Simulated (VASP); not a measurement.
# Mo2C3 (Amm2) in VASP: further runs, part 2 of 2

VASP 6.6.1.

## 4. Relaxation of cell and atoms, PBE

File INCAR:

```
SYSTEM = Mo2C3
ALGO = Normal ; EDIFF = 1E-6
EDIFFG = -0.01 ; ENCUT = 600
GGA = PE ; IBRION = 2
ISIF = 3 ; ISMEAR = 0
LASPH = .True. ; LCHARG = .False.
LREAL = .False. ; LWAVE = .False.
NELM = 80 ; NSW = 100
PREC = Accurate ; SIGMA = 0.1
```

File KPOINTS:

```
k-points
0
Gamma
  8 10 10
  0 0 0
```

File POSCAR:

```
Mo2C3
1.0
    5.4384757467      0.0000000000      0.0000000000
    0.0000000000      2.5425385683      2.5739040954
    0.0000000000     -2.5425385683      2.5739040954
Mo C
2 3
Direct
    0.0000000000      0.0212655979      0.4938764868
    0.0000000000      0.4938764868      0.0212655979
    0.2583736993      0.9956160761      0.9956160761
    0.7416263007      0.9956160761      0.9956160761
    0.5000000000      0.9937599419      0.9937599419
```

Potentials or basis: VASP PAW PBE potentials, release 64 (Mo_sv, C).

Started as:

```sh
$ cat potpaw_PBE.64/Mo_sv/POTCAR potpaw_PBE.64/C/POTCAR > POTCAR
$ mpirun -np 1 vasp_std > vasp.out
```

OUTCAR:

```text
SYSTEM = Mo2C3
   EDIFF = 1E-6
   EDIFFG = -0.01
   ENCUT = 600
   GGA = PE
   IBRION = 2
   ISIF = 3
   ISMEAR = 0
   LASPH = .True.
   LREAL = .False.
   NELM = 80
   NSW = 100
   PREC = Accurate

 ion  position               nearest neighbor table
   1  0.000  0.021  0.494-   3 2.29   4 2.29   3 2.30   4 2.30   2 2.40   2 2.58   2 2.58   2 2.68

   2  0.000  0.494  0.021-   3 2.29   4 2.29   3 2.30   4 2.30   1 2.40   1 2.58   1 2.58   1 2.68

   3  0.258  0.996  0.996-   5 1.31   2 2.29   1 2.29   1 2.30   2 2.30
   4  0.742  0.996  0.996-   5 1.31   2 2.29   1 2.29   1 2.30   2 2.30
   5  0.500  0.994  0.994-   3 1.31   4 1.31

  LATTYP: Found a base centered orthorhombic cell.
 ALAT       =     5.0850771366
 B/A-ratio  =     1.0123363034
 C/A-ratio  =     1.0694971975

  Lattice vectors:

 A1 = (   0.0000000000,   2.5425385683,  -2.5739040954)
 A2 = (   0.0000000000,   2.5425385683,   2.5739040954)
 A3 = (   5.4384757467,   0.0000000000,   0.0000000000)

Analysis of symmetry for initial positions (statically):
=====================================================================
 Subroutine PRICEL returns:
 Original cell was already a primitive cell.

 Routine SETGRP: Setting up the symmetry group for a
 base centered orthorhombic supercell.

 Subroutine GETGRP returns: Found  4 space group operations
 (whereof  4 operations were pure point group operations)
 out of a pool of  8 trial point group operations.

The static configuration has the point symmetry C_2v.

Analysis of symmetry for dynamics (positions and initial velocities):
=====================================================================
 Subroutine PRICEL returns:
 Original cell was already a primitive cell.

 Routine SETGRP: Setting up the symmetry group for a
 base centered orthorhombic supercell.

 Subroutine GETGRP returns: Found  4 space group operations
 (whereof  4 operations were pure point group operations)
 out of a pool of  8 trial point group operations.

The dynamic configuration has the point symmetry C_2v.

 Subroutine INISYM returns: Found  4 space group operations
 (whereof  4 operations are pure point group operations),
 and found     1 'primitive' translations

----------------------------------------------------------------------------------------

                                     Primitive cell

  volume of cell :      71.1815

  direct lattice vectors                    reciprocal lattice vectors
     5.438475747  0.000000000  0.000000000     0.183875050  0.000000000  0.000000000
     0.000000000  2.542538568  2.573904095     0.000000000  0.196653851  0.194257432
     0.000000000 -2.542538568  2.573904095     0.000000000 -0.196653851  0.194257432

  length of vectors
     5.438475747  3.617939284  3.617939284     0.183875050  0.276421213  0.276421213

  position of ions in fractional coordinates (direct lattice)
     0.000000000  0.021265598  0.493876487
     0.000000000  0.493876487  0.021265598
     0.258373699  0.995616076  0.995616076
     0.741626301  0.995616076  0.995616076
     0.500000000  0.993759942  0.993759942

  ion indices of the primitive-cell ions
   primitive index   ion index
[... 69 lines left out ...]
   ISTART =      0    job   : 0-new  1-cont  2-samecut
   ICHARG =      2    charge: 1-file 2-atom 10-const
   ISPIN  =      1    spin polarized calculation?
   LNONCOLLINEAR =      F non collinear calculations
   LSORBIT =      F    spin-orbit coupling
   LASPH  =      T    aspherical Exc in radial PAW
   ENCUT  =  600.0 eV  44.10 Ry    6.64 a.u.  10.86  7.23  7.23*2*pi/ulx,y,z
   NELM   =     80;   NELMIN=  2; NELMDL= -5     # of ELM steps
   EDIFF  = 0.1E-05   stopping-criterion for ELM
   LREAL  =      F    real-space projection
   EDIFFG = -.1E-01   stopping-criterion for IOM
   NSW    =    100    number of steps for IOM
   IBRION =      2    ionic relax: 0-MD 1-quasi-New 2-CG
   NFREE  =      1    steps in history (QN), initial steepest desc. (CG)
   ISIF   =      3    stress and relaxation
   ISYM   =      2    0-nonsym 1-usesym 2-fastsym
   POTIM  = 0.5000    time-step for ionic-motion
   TEBEG  =    0.0;   TEEND  =   0.0 temperature during run
   PSTRESS=    0.0 pullay stress
   NELECT =      40.0000    total number of electrons
   NUPDOWN=      -1.0000    fix difference up-down
   EMIN   =  10.00;   EMAX   =-10.00  energy-range for DOS
   EFERMI =   0.00;   METHOD = LEGACY
   ISMEAR =     0;   SIGMA  =   0.10  broadening in eV -4-tet -1-fermi 0-gaus
   EFERMI_NEDOS =   21; number of points for ismear=-14 and -15
   IALGO  =     38    algorithm
   IMIX   =      4    mixing-type and parameters
     AMIX     =   0.40;   BMIX     =  1.00
     AMIX_MAG =   1.60;   BMIX_MAG =  1.00
  volume/ion in A,a.u.               =      14.24        96.07
  Fermi-wavevector in a.u.,A,eV,Ry     =   1.350950  2.552924 24.831512  1.825065
  Thomas-Fermi vector in A             =   2.478412
   LORBIT       =      0    0 simple, 1 ext, 2 COOP (PROOUT), +10 PAW based schemes
   GGA     = PE    functional components
   LHFCALC =     F    Hartree Fock is set to
   AEXX    =    0.0000 exact exchange contribution
   IVDW    =     0    specifies the selected vdW correction
   LEPSILON=     F    determine dielectric tensor
   LRPA    =     F    only Hartree local field effects (RPA)
 conjugate gradient relaxation of ions
 non-spin polarized calculation
 Gauss-broadening in eV      SIGMA  =   0.10
  energy-cutoff  :      600.00
  volume of cell :       71.18
 maximum number of plane-waves:      2392
 NGX is ok and might be reduce to    48
   NGX = 21   NGY = 15   NGZ = 15

--------------------------------------- Ionic step        1  -------------------------------------------

 number of electron      40.0000003 magnetization

 Free energy of the ion-electron system (eV)
  ---------------------------------------------------
  ext. energy  EPLUGINS =         0.00000000
  ---------------------------------------------------
  free energy    TOTEN  =       -45.10708129 eV

  energy without entropy =      -45.09748094  energy(sigma->0) =      -45.10228111

------------------------ aborting loop because EDIFF is reached ----------------------------------------

  FORCE on cell =-STRESS in cart. coord.  units (eV):
  Direction    XX          YY          ZZ          XY          YZ          ZX
  --------------------------------------------------------------------------------------
  -------------------------------------------------------------------------------------
  Total       -0.0359328      0.1322385      0.1054975      0.0000000      0.0000000      0.0000000
  in kB       -0.8087880      2.9764687      2.3745734      0.0000000      0.0000000      0.0000000
  external PRESSURE =       1.5140847 kB  Pullay stress =       0.0000000 kB
[... 98 lines left out ...]
  FREE ENERGIE OF THE ION-ELECTRON SYSTEM (eV)
  ---------------------------------------------------
  free  energy   TOTEN  =       -45.1076958109 eV

  energy  without entropy=      -45.0981396823  energy(sigma->0) =      -45.10291775

[... ionic steps 4 to 15 ...]

--------------------------------------- Ionic step       16  -------------------------------------------

 number of electron      40.0000003 magnetization

------------------------ aborting loop because EDIFF is reached ----------------------------------------
[... 73 lines left out ...]
--------------------------------------- Ionic step       18  -------------------------------------------

 number of electron      40.0000003 magnetization

 Free energy of the ion-electron system (eV)
  ---------------------------------------------------
  ext. energy  EPLUGINS =         0.00000000
  ---------------------------------------------------
  free energy    TOTEN  =       -45.10940205 eV

  energy without entropy =      -45.10113055  energy(sigma->0) =      -45.10526630

 E-fermi :   6.3760     XC(G=0): -10.5976

 val. band max:        6.3739246678   @ k =   0.5000  -0.3000   0.2000
 cond. band min:       6.3901502708   @ k =   0.3750   0.5000   0.5000
 fundamental gap:      0.0162256030
 Fermi energy:         6.3759972008

 k-point     1 :       0.0000    0.0000    0.0000
  band No.  band energies     occupation
      1     -55.0258      2.00000
      2     -54.5180      2.00000
      3     -29.8498      2.00000
      4     -29.5046      2.00000
      5     -29.1000      2.00000
      6     -28.6420      2.00000
[... 637 lines left out ...]
     23       7.0530      0.00000
     24       8.1348      0.00000

 [... further k-points ...]

------------------------ aborting loop because EDIFF is reached ----------------------------------------

  FORCE on cell =-STRESS in cart. coord.  units (eV):
  Direction    XX          YY          ZZ          XY          YZ          ZX
  --------------------------------------------------------------------------------------
  -------------------------------------------------------------------------------------
  Total        0.0185629      0.0152368      0.0064946      0.0000000      0.0000000      0.0000000
  in kB        0.4166454      0.3419908      0.1457723      0.0000000      0.0000000      0.0000000
  external PRESSURE =       0.3014695 kB  Pullay stress =       0.0000000 kB
[... 20 lines left out ...]
  FREE ENERGIE OF THE ION-ELECTRON SYSTEM (eV)
  ---------------------------------------------------
  free  energy   TOTEN  =       -45.1094020455 eV

  energy  without entropy=      -45.1011305511  energy(sigma->0) =      -45.10526630

 reached required accuracy - stopping structural energy minimisation
```

It took 30 min on 1 thread of Intel Xeon 6975P-C (Granite Rapids), shared host; peak memory 0.41 GiB.

What came out:

- Free energy: -45.1094 eV
- Relaxed volume: 14.28 Å³/atom
- Relaxed cell: a = 5.422 Å, b = 3.629 Å, c = 3.629 Å, α = 89.00°, β = 90.00°, γ = 90.00°
- Space group after relaxing (to 0.1 Å): Amm2 (No. 38)
- Energy gained by relaxing: 0.5 meV/atom
- Ionic steps: 18
- Pressure after relaxing: 0.0 GPa
- Largest force after relaxing: 0.010 eV/Å
- Band gap on the k mesh: zero (bands 20 and 21 overlap by 1.52 eV)

Forces in eV/Å, atoms in the order of the input:
```
Mo   0.000  0.008  0.005
Mo   0.000 -0.008  0.005
C    0.008  0.000 -0.004
C   -0.008  0.000 -0.004
C    0.000  0.000 -0.001
```

The path:
```
step  energy change (eV)  largest force (eV/Å)  pressure (GPa)  volume (Å³)
   1              0.0000                0.0778            0.15        71.18
   2             -0.0006                0.0750           -0.25        71.32
   3             -0.0006                0.0828           -0.28        71.33
   4             -0.0009                0.0539           -0.19        71.33
   5             -0.0010                0.0578           -0.10        71.32
   6             -0.0012                0.0527           -0.03        71.30
   7             -0.0014                0.0392            0.21        71.22
   8             -0.0014                0.0432            0.29        71.19
   9             -0.0016                0.0433            0.29        71.21
  10             -0.0019                0.0434            0.23        71.26
  11             -0.0021                0.0438            0.14        71.36
  12             -0.0021                0.0435            0.16        71.33
  13             -0.0022                0.0353            0.03        71.39
  14             -0.0022                0.0281           -0.08        71.44
  15             -0.0023                0.0197           -0.07        71.42
  16             -0.0023                0.0280           -0.04        71.40
  17             -0.0023                0.0111            0.09        71.37
  18             -0.0023                0.0097            0.03        71.38
```

Final structure:
```yaml
crystal:
  lattice:
    - [5.42154, 0.00000, 0.00000]
    - [0.00000, 2.54347, 2.58828]
    - [0.00000, -2.54347, 2.58828]
  atoms:
    - { symbol: Mo, position: [0.00000, 0.02651, 0.49303] }
    - { symbol: Mo, position: [0.00000, 0.49303, 0.02651] }
    - { symbol: C, position: [0.25748, 0.99364, 0.99364] }
    - { symbol: C, position: [0.74252, 0.99364, 0.99364] }
    - { symbol: C, position: [0.50000, 0.99333, 0.99333] }
```

Levels at points of the mesh, in eV from the Fermi level:
```csv
k point,band 18,band 19,band 20,band 21,band 22,band 23
"(0.00, 0.00, 0.00)",-3.85,-2.12,1.04,1.08,1.50,3.45
"(0.50, 0.00, 0.00)",-0.89,-0.71,-0.71,-0.47,1.29,1.49
"(0.00, 0.50, 0.00)",-1.07,-0.73,-0.46,-0.36,0.08,1.24
"(0.50, 0.50, 0.00)",-0.96,-0.96,-0.40,-0.14,0.04,0.42
"(0.00, 0.50, 0.50)",-1.47,-1.39,-0.21,0.56,1.37,1.58
"(0.50, 0.50, 0.50)",-2.29,-2.00,0.03,0.77,2.10,2.27
```

## 5. Overview

```csv
task,cell,k mesh,cutoff (eV),gap on the mesh (eV),pressure (GPa),largest force (eV/Å)
single point,"a = 5.438, b = 3.618, c = 3.618 Å, angles 89.3, 90.0, 90.0°, 5 atoms, atomic positions A",4 × 6 × 6,520,none,0.5,0.15
single point,"a = 5.421, b = 3.629, c = 3.629 Å, angles 88.8, 90.0, 90.0°, 5 atoms, atomic positions B",8 × 10 × 10,520,none,0.4,0.07
relaxation of cell and atoms,"relaxed from a = 5.438, b = 3.618, c = 3.618 Å, angles 89.3, 90.0, 90.0°, 5 atoms, atomic positions A",8 × 10 × 10,600,none,0.0,0.01
```

Alike in all rows: level PBE; potentials or basis VASP PAW PBE potentials, release 64 (Mo_sv, C); no spin polarisation; smearing gaussian 0.1 eV.

Absolute energies hang on the potentials; compare differences alone.
